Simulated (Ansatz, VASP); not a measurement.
# MgO: VASP beside Ansatz

File INCAR:

```
SYSTEM = MgO
PREC = Accurate
ENCUT = 520
EDIFF = 1E-6
ISMEAR = 0
SIGMA = 0.05
LREAL = .False.
LASPH = .True.
NELM = 80
ALGO = Normal
ISIF = 2
LWAVE = .False.
LCHARG = .False.
GGA = PE
NBANDS = 11
```

KPOINTS

```
regular mesh
0
Gamma
  10 10 10
  0 0 0
```

The input POSCAR:

```
MgO
1.0
    0.0000000000      2.1272186771      2.1272186771
    2.1272186771      0.0000000000      2.1272186771
    2.1272186771      2.1272186771      0.0000000000
Mg O
1 1
Direct
   -0.0066530921      0.0066530921      0.0465716447
    0.5101070944      0.4898929056      0.4292503391
```

Input for Ansatz:

```yaml
crystal:
  lattice:
    - [0.0, 2.1272186771, 2.1272186771]
    - [2.1272186771, 0.0, 2.1272186771]
    - [2.1272186771, 2.1272186771, 0.0]
  atoms:
    - { symbol: Mg, position: [-0.0066530921, 0.0066530921, 0.0465716447] }
    - { symbol: O, position: [0.5101070944, 0.4898929056, 0.4292503391] }
basis:
  ecutwfc: 520.0
kpoints:
  mp_grid: { grid: [10, 10, 10] }
hamiltonian:
  xc: pbe
  pseudopotentials: { kind: paw, azcp: { folder: soft_1 } }
scf:
  occupations: { method: gaussian, width: 0.05 }
output:
  forces: true
  stress: true
  eigenvalues: true
```

Change from the starting cell: mode 4 frozen in at -0.172 Å and mode 5 at -0.129 Å (largest displacements).

Alike in both runs: task single point; functional PBE; k mesh 10 × 10 × 10; occupations gaussian, width 0.05 eV; no spin polarisation.

|  | VASP | Ansatz |
| --- | --- | --- |
| version | VASP 6.6.1 | Ansatz 0.2.0 |
| potentials or method | VASP PAW PBE potentials, release 64 (Mg, O), cutoff 520 eV | scalar-relativistic, plane waves, PAW |
| valence electrons in the cell | 8 | 16 |

|  | VASP | Ansatz | Ansatz less VASP |
| --- | --- | --- | --- |
| gap on the k mesh at the Fermi level (eV) | 4.40 | 4.42 | +0.018 |
| least direct gap on the mesh (eV) | 4.40 | 4.42 | +0.018 |
| pressure (GPa) | 10.7 | 11.2 | +0.57 |
| traceless stress, the component that is largest in VASP (GPa) | -13.65 | -13.43 | +0.220 |
| rms of the force components (eV/Å) | 1.254 | 1.237 | -0.0172 |

Atom by atom the forces differ by 0.017 eV/Å (rms over components). VASP's potentials hold 8 valence electrons a cell and Ansatz's 16, so a difference there can come from the potentials and not from the codes.
